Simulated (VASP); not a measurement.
# SnO2 in VASP: further runs, part 2 of 3

VASP 6.6.1.

## 3. Single point, LDA

This run uses another cell than the first one, of 11.86 Å³/atom, 0.975 times its volume.

Contents of INCAR:

```
ALGO = Normal
EDIFF = 1E-6
ENCUT = 520
ISIF = 2
ISMEAR = 0
LASPH = T
LCHARG = F
LREAL = F
LWAVE = F
NBANDS = 64
NELM = 100
PREC = Accurate
SIGMA = 0.02
```

Contents of KPOINTS:

```
k-points
0
Gamma
  6 6 6
```

Contents of POSCAR:

```
SnO2
1.0
   -3.1904240030      3.3392222528      3.3392226050
    3.1904240030     -3.3392222528      3.3392226050
    3.1904240030      3.3392222528     -3.3392226050
Sn O
4 8
Direct
    0.9999415049      0.2499415049      0.7500000000
    0.0000584951      0.7500584951      0.2500000000
    0.5000000000      0.5000000000      0.5000000000
    0.5000000000      0.0000000000      0.0000000000
    0.1939319177      0.1939750963      0.5000431786
    0.6939902436      0.7500585510      0.9439316926
    0.1939319177      0.6938887391      0.9999568214
    0.3061268583      0.7500585510      0.5560683074
    0.6938731417      0.2499414490      0.4439316926
    0.3060097564      0.2499414490      0.0560683074
    0.8060680823      0.3061112609      0.0000431786
    0.8060680823      0.8060249037      0.4999568214
```

Potentials or basis: VASP PAW LDA potentials, release 64 (Sn_d, O).

Command:

```
$ cat potpaw_LDA.64/Sn_d/POTCAR potpaw_LDA.64/O/POTCAR > POTCAR
$ mpirun -np 1 vasp_std > vasp.out
```

OUTCAR:

```text
EDIFF = 1E-6
   ENCUT = 520
   ISIF = 2
   ISMEAR = 0
   LASPH = T
   LREAL = F
   NELM = 100
   PREC = Accurate

 ion  position               nearest neighbor table
   1  1.000  0.250  0.750-   9 2.04  10 2.04  11 2.05  12 2.05   5 2.05   7 2.05   2 3.19   2 3.19
                             4 3.70   3 3.70   4 3.70   3 3.70   4 3.70   3 3.70   3 3.70   4 3.70
   2  0.000  0.750  0.250-   8 2.04   6 2.04   7 2.05   5 2.05  11 2.05  12 2.05   1 3.19   1 3.19
                             4 3.70   3 3.70   4 3.70   3 3.70   4 3.70   3 3.70   3 3.70   4 3.70
   3  0.500  0.500  0.500-   5 2.04  12 2.04  10 2.05   6 2.05   8 2.05   9 2.05   4 3.19   4 3.19
                             2 3.70   1 3.70   2 3.70   1 3.70   2 3.70   1 3.70   1 3.70   2 3.70
   4  0.500  0.000  0.000-   7 2.04  11 2.04   9 2.05   8 2.05  10 2.05   6 2.05   3 3.19   3 3.19
                             1 3.70   2 3.70   2 3.70   2 3.70   1 3.70   1 3.70   2 3.70   1 3.70
   5  0.194  0.194  0.500-   3 2.04   2 2.05   1 2.05
   6  0.694  0.750  0.944-   2 2.04   4 2.05   3 2.05
   7  0.194  0.694  1.000-   4 2.04   2 2.05   1 2.05
   8  0.306  0.750  0.556-   2 2.04   4 2.05   3 2.05
   9  0.694  0.250  0.444-   1 2.04   4 2.05   3 2.05
  10  0.306  0.250  0.056-   1 2.04   4 2.05   3 2.05
  11  0.806  0.306  0.000-   4 2.04   1 2.05   2 2.05
  12  0.806  0.806  0.500-   3 2.04   1 2.05   2 2.05

  LATTYP: Found a body centered tetragonal cell.
 ALAT       =     6.6784445056
 C/A-ratio  =     0.9554392495

  Lattice vectors:

 A1 = (  -3.1904240030,   3.3392222528,  -3.3392226050)
 A2 = (  -3.1904240030,  -3.3392222528,   3.3392226050)
 A3 = (   3.1904240030,   3.3392222528,   3.3392226050)

Analysis of symmetry for initial positions (statically):
=====================================================================
 Subroutine PRICEL returns:
 Original cell was already a primitive cell.

 Routine SETGRP: Setting up the symmetry group for a
 body centered tetragonal supercell.

 Subroutine GETGRP returns: Found  8 space group operations
 (whereof  4 operations were pure point group operations)
 out of a pool of 16 trial point group operations.

The static configuration has the point symmetry C_2h.
[... 170 lines left out ...]
 maximum number of plane-waves:      3875
   NGX = 21   NGY = 21   NGZ = 21

 number of electron     104.0000001 magnetization

 Free energy of the ion-electron system (eV)
  ---------------------------------------------------
  ext. energy  EPLUGINS =         0.00000000
  ---------------------------------------------------
  free energy    TOTEN  =       -84.56007997 eV

  energy without entropy =      -84.56007997  energy(sigma->0) =      -84.56007997

 E-fermi :   6.0170     XC(G=0): -11.8310

 val. band max:        5.9342519438   @ k =   0.0000   0.0000   0.0000
 cond. band min:       7.1302771579   @ k =   0.0000   0.0000   0.0000
 fundamental gap:      1.1960252141
 Fermi energy:         6.0169658957

 k-point     1 :       0.0000    0.0000    0.0000
  band No.  band energies     occupation
      1     -15.0834      2.00000
      2     -14.8152      2.00000
      3     -14.8152      2.00000
      4     -14.3552      2.00000
      5     -14.3552      2.00000
      6     -14.3031      2.00000
[... 1597 lines left out ...]
     63      15.7571      0.00000
     64      15.7577      0.00000

 [... further k-points ...]

------------------------ aborting loop because EDIFF is reached ----------------------------------------

  FORCE on cell =-STRESS in cart. coord.  units (eV):
  Direction    XX          YY          ZZ          XY          YZ          ZX
  --------------------------------------------------------------------------------------
  -------------------------------------------------------------------------------------
  Total        1.2136797      0.8078227      0.8075098      0.0000000     -0.0000000      0.0000000
  in kB       13.6651874      9.0955200      9.0919974      0.0000000     -0.0000000      0.0000000
  external PRESSURE =      10.6175683 kB  Pullay stress =       0.0000000 kB

 VOLUME and BASIS-vectors are now :
 -----------------------------------------------------------------------------
  energy-cutoff  :      520.00
  volume of cell :      142.30
      direct lattice vectors                 reciprocal lattice vectors
    -3.190424003  3.339222253  3.339222605     0.000000000  0.149735466  0.149735450
     3.190424003 -3.339222253  3.339222605     0.156718981  0.000000000  0.149735450
     3.190424003  3.339222253 -3.339222605     0.156718981  0.149735466  0.000000000

 POSITION                                       TOTAL-FORCE (eV/Angst)
 -----------------------------------------------------------------------------------
      0.00000      5.00883      1.66922        -0.000000      0.000000      0.001079
      3.19042     -1.66961      1.67000         0.000000      0.000000     -0.001079
      1.59521      1.66961      1.66961        -0.000000      0.000000      0.000000
     -1.59521      1.66961      1.66961        -0.000000      0.000000      0.000000
      1.59549      1.66961     -0.37445        -0.000446      0.000000      0.021071
      3.19042      2.96477      1.67000         0.000000      0.021124     -0.000272
      4.78536      1.66961     -0.37445         0.000446      0.000000      0.021071
      3.19042      0.37445      1.67000         0.000000     -0.021124     -0.000272
     -0.00000      2.96477      1.66922        -0.000000      0.021124      0.000272
     -0.00000      0.37445      1.66922        -0.000000     -0.021124      0.000272
     -1.59494      1.66961      3.71367        -0.000446     -0.000000     -0.021071
      1.59494      1.66961      3.71367         0.000446     -0.000000     -0.021071
 -----------------------------------------------------------------------------------
    total drift:                               -0.000000     -0.000000      0.000000

  FREE ENERGIE OF THE ION-ELECTRON SYSTEM (eV)
  ---------------------------------------------------
  free  energy   TOTEN  =       -84.5600799745 eV

  energy  without entropy=      -84.5600799745  energy(sigma->0) =      -84.56007997
```

OSZICAR:

```text
N       E                     dE             d eps       ncg     rms          rms(c)
DAV:   1     0.159850629409E+04    0.15985E+04   -0.48557E+04  6856   0.261E+03
DAV:   2     0.248540078775E+03   -0.13500E+04   -0.12775E+04  6192   0.798E+02
DAV:   3    -0.691275000877E+02   -0.31767E+03   -0.31037E+03  6376   0.282E+02
DAV:   4    -0.961119999862E+02   -0.26984E+02   -0.26690E+02  7344   0.907E+01
DAV:   5    -0.968890692983E+02   -0.77707E+00   -0.77461E+00  6896   0.161E+01    0.223E+01
DAV:   6    -0.846016436930E+02    0.12287E+02   -0.41672E+01  9520   0.697E+01    0.846E+00
DAV:   7    -0.847452846491E+02   -0.14364E+00   -0.47899E+00  6632   0.898E+00    0.469E+00
DAV:   8    -0.846019209662E+02    0.14336E+00   -0.72478E-01  8592   0.600E+00    0.119E+00
DAV:   9    -0.845598136887E+02    0.42107E-01   -0.20052E-01  8848   0.463E+00    0.226E-01
DAV:  10    -0.845600205333E+02   -0.20684E-03   -0.14249E-02  8128   0.845E-01    0.838E-02
DAV:  11    -0.845600770497E+02   -0.56516E-04   -0.98000E-04  8696   0.299E-01    0.315E-02
DAV:  12    -0.845600907814E+02   -0.13732E-04   -0.11228E-04  7960   0.650E-02    0.295E-02
DAV:  13    -0.845600795094E+02    0.11272E-04   -0.43911E-05  8544   0.748E-02    0.298E-03
DAV:  14    -0.845600799745E+02   -0.46510E-06   -0.51415E-06  5744   0.107E-02
   1 F= -.84560080E+02 E0= -.84560080E+02  d E =-.194909E-11
```

stdout:

```text
POSCAR found type information on POSCAR SnO
 POSCAR found :  2 types and      12 ions
 scaLAPACK will be used
 LDA part: xc-table for (Slater(with rela. corr.)+CA(PZ))
 , standard interpolation
 POSCAR, INCAR and KPOINTS ok, starting setup
 FFT: planning ... GRIDC
 FFT: planning ... GRID_SOFT
 FFT: planning ... GRID
 WAVECAR not read
 entering main loop
```

Run time: 15 min. Hardware: 1 thread of AMD EPYC, shared host; peak memory 0.37 GiB.

What came out:

| Quantity | Value |
| --- | --- |
| Free energy | -84.5601 eV |
| Pressure | 1.1 GPa |
| Largest force | 0.021 eV/Å |
| Band gap on the k mesh | 1.20 eV |

Forces on the atoms (eV/Å):
```
Sn   0.000  0.000  0.001
Sn   0.000  0.000 -0.001
Sn   0.000  0.000  0.000
Sn   0.000  0.000  0.000
O    0.000  0.000  0.021
O    0.000  0.021  0.000
O    0.000  0.000  0.021
O    0.000 -0.021  0.000
O    0.000  0.021  0.000
O    0.000 -0.021  0.000
O    0.000  0.000 -0.021
O    0.000  0.000 -0.021
```

Stress tensor (GPa, compression positive):
```
1.37 0.00 0.00
0.00 0.91 0.00
0.00 0.00 0.91
```

Caveat: spin-orbit coupling is left out, which moves the levels of the heavy elements.

## 4. Single point, LDA

This run uses another cell than the first one, of 11.44 Å³/atom, 0.941 times its volume.

Contents of INCAR:

```
PREC     = Accurate       # precision mode
ENCUT    = 520            # plane-wave cutoff, eV
EDIFF    = 1E-7           # SCF threshold, eV
ISMEAR   = 0              # smearing method
SIGMA    = 0.02           # smearing width, eV
LREAL    = False          # projectors in reciprocal space
LASPH    = True           # aspherical terms in the spheres
NELM     = 100            # most SCF steps
ALGO     = Normal         # electronic algorithm
ISIF     = 2              # what is computed and relaxed
LWAVE    = False          # write WAVECAR
LCHARG   = False          # write CHGCAR
NBANDS   = 64             # bands
```

Contents of KPOINTS:

```
regular mesh
0
Gamma
  6 6 6
```

Contents of POSCAR:

```
SnO2
1.0
   -3.1694301085      3.2910268714      3.2910261959
    3.1694301085     -3.2910268714      3.2910261959
    3.1694301085      3.2910268714     -3.2910261959
Sn O
4 8
Direct
    0.9999947612      0.2499947612      0.7500000000
    0.0000052388      0.7500052388      0.2500000000
    0.5000000000      0.5000000000      0.5000000000
    0.5000000000      0.0000000000      0.0000000000
    0.1943701993      0.1943740988      0.5000038995
    0.6943756884      0.7500054319      0.9443702565
    0.1943701993      0.6943662999      0.9999961005
    0.3056351754      0.7500054319      0.5556297435
    0.6943648246      0.2499945681      0.4443702565
    0.3056243116      0.2499945681      0.0556297435
    0.8056298007      0.3056337001      0.0000038995
    0.8056298007      0.8056259012      0.4999961005
```

Potentials or basis: VASP PAW LDA potentials, release 64 (Sn_d, O).

Command:

```
$ cat potpaw_LDA.64/Sn_d/POTCAR potpaw_LDA.64/O/POTCAR > POTCAR
$ mpirun -np 1 vasp_std > vasp.out
```

OUTCAR:

```text
PREC = Accurate
   ENCUT = 520
   EDIFF = 1E-7
   ISMEAR = 0
   LREAL = False
   LASPH = True
   NELM = 100
   ISIF = 2

 ion  position               nearest neighbor table
   1  1.000  0.250  0.750-   9 2.01  10 2.01  11 2.04  12 2.04   5 2.04   7 2.04   2 3.17   2 3.17
                             4 3.65   3 3.65   4 3.65   3 3.65   3 3.65   4 3.65   3 3.65   4 3.65
   2  0.000  0.750  0.250-   6 2.01   8 2.01   7 2.04   5 2.04  12 2.04  11 2.04   1 3.17   1 3.17
                             4 3.65   3 3.65   3 3.65   4 3.65   3 3.65   4 3.65   3 3.65   4 3.65
[... 1849 lines left out ...]
  energy-cutoff  :      520.00
  volume of cell :      137.31
      direct lattice vectors                 reciprocal lattice vectors
    -3.169430108  3.291026871  3.291026196     0.000000000  0.151928264  0.151928295
     3.169430108 -3.291026871  3.291026196     0.157757068  0.000000000  0.151928295
     3.169430108  3.291026871 -3.291026196     0.157757068  0.151928264  0.000000000

 POSITION                                       TOTAL-FORCE (eV/Angst)
 -----------------------------------------------------------------------------------
      0.00000      4.93654      1.64548         0.000000      0.000000      0.000085
      3.16943     -1.64551      1.64555         0.000000      0.000000     -0.000085
      1.58472      1.64551      1.64551         0.000000      0.000000      0.000000
     -1.58472      1.64551      1.64551         0.000000      0.000000      0.000000
      1.58474      1.64551     -0.36616        -0.000023      0.000000      0.021477
      3.16943      2.92487      1.64555        -0.000000      0.021468     -0.000020
      4.75412      1.64551     -0.36616         0.000023      0.000000      0.021477
      3.16943      0.36616      1.64555         0.000000     -0.021468     -0.000020
     -0.00000      2.92487      1.64548        -0.000000      0.021468      0.000020
      0.00000      0.36616      1.64548         0.000000     -0.021468      0.000020
     -1.58469      1.64551      3.65718        -0.000023      0.000000     -0.021477
      1.58469      1.64551      3.65718         0.000023     -0.000000     -0.021477
 -----------------------------------------------------------------------------------
    total drift:                               -0.000000      0.000000      0.000000

  FREE ENERGIE OF THE ION-ELECTRON SYSTEM (eV)
  ---------------------------------------------------
  free  energy   TOTEN  =       -84.3994523059 eV

  energy  without entropy=      -84.3994523059  energy(sigma->0) =      -84.39945231
```

stdout:

```text
POSCAR found type information on POSCAR SnO
 POSCAR found :  2 types and      12 ions
 scaLAPACK will be used
 LDA part: xc-table for (Slater(with rela. corr.)+CA(PZ))
 , standard interpolation
 POSCAR, INCAR and KPOINTS ok, starting setup
 FFT: planning ... GRIDC
 FFT: planning ... GRID_SOFT
 FFT: planning ... GRID
 WAVECAR not read
 entering main loop
```

It took 4.8 min on 1 thread of Intel Xeon 6975P-C (Granite Rapids), shared host; peak memory 0.39 GiB.

Results:

| Item | Value |
| --- | --- |
| Free energy | -84.3995 eV |
| Pressure | 9.2 GPa |
| Largest force | 0.021 eV/Å |
| Band gap on the k mesh | 1.60 eV |

Forces on the atoms (eV/Å):
```
Sn   0.000  0.000  0.000
Sn   0.000  0.000  0.000
Sn   0.000  0.000  0.000
Sn   0.000  0.000  0.000
O    0.000  0.000  0.021
O    0.000  0.021  0.000
O    0.000  0.000  0.021
O    0.000 -0.021  0.000
O    0.000  0.021  0.000
O    0.000 -0.021  0.000
O    0.000  0.000 -0.021
O    0.000  0.000 -0.021
```

Caveat: spin-orbit coupling is left out, which moves the levels of the heavy elements. Expect the measured gap to be larger: semilocal functionals such as LDA lack the derivative discontinuity.

(Part 2 of 3 ends here.)
